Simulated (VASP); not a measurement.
Set up this calculation in VASP 6.6.1, as the native input.

- Task: relaxation of cell and atoms
- Functional: LDA
- Potentials or basis: VASP PAW LDA potentials, release 64 (Na_pv, Cl)
- Cutoff: 600 eV
- k mesh: 8 × 8 × 8
- Occupations: gaussian, width 0.02 eV
- Spin: no spin polarisation
- Dipole correction: no
- Further INCAR settings: ALGO = Normal; EDIFF = 1e-06; IBRION = 2; EDIFFG = -0.002; NSW = 100; ISIF = 3

The structure of NaCl (lda) lies in POSCAR:

```
NaCl
1.0
    0.0000000000      2.7321951208      2.7321951208
    2.7321951208      0.0000000000      2.7321951208
    2.7321951208      2.7321951208      0.0000000000
Na Cl
1 1
Direct
    0.0000000000      0.0000000000      0.0000000000
    0.5000000000      0.5000000000      0.5000000000
```

The input as run:

INCAR

```
PREC = Accurate
ENCUT = 600
EDIFF = 1E-6
ISMEAR = 0
SIGMA = 0.02
LREAL = False
LASPH = True
NELM = 80
ALGO = Normal
ISIF = 3
LWAVE = False
LCHARG = False
IBRION = 2
NSW = 100
EDIFFG = -0.002
```

KPOINTS

```
regular mesh
0
Gamma
  8 8 8
```

Potentials or basis: VASP PAW LDA potentials, release 64 (Na_pv, Cl).

Command:

```console
$ cat potpaw_LDA.64/Na_pv/POTCAR potpaw_LDA.64/Cl/POTCAR > POTCAR
$ mpirun -np 1 vasp_std > vasp.out
```

It gave:

The relaxed volume is 20.42 Å³/atom and the relaxed cell is a = 3.865 Å, b = 3.865 Å, c = 3.865 Å, α = 60.00°, β = 60.00°, γ = 60.00°. The space group after relaxing (to 0.05 Å) is Fm-3m (No. 225). The energy gained by relaxing is 0.0 meV/atom, the ionic steps are 2 and the pressure after relaxing is 0.0 GPa. The band gap on the k mesh is 5.08 eV, direct.

It took 17 s on 1 thread of AMD EPYC 9R45 (Zen 5), on a shared host, peak memory 0.12 GiB.
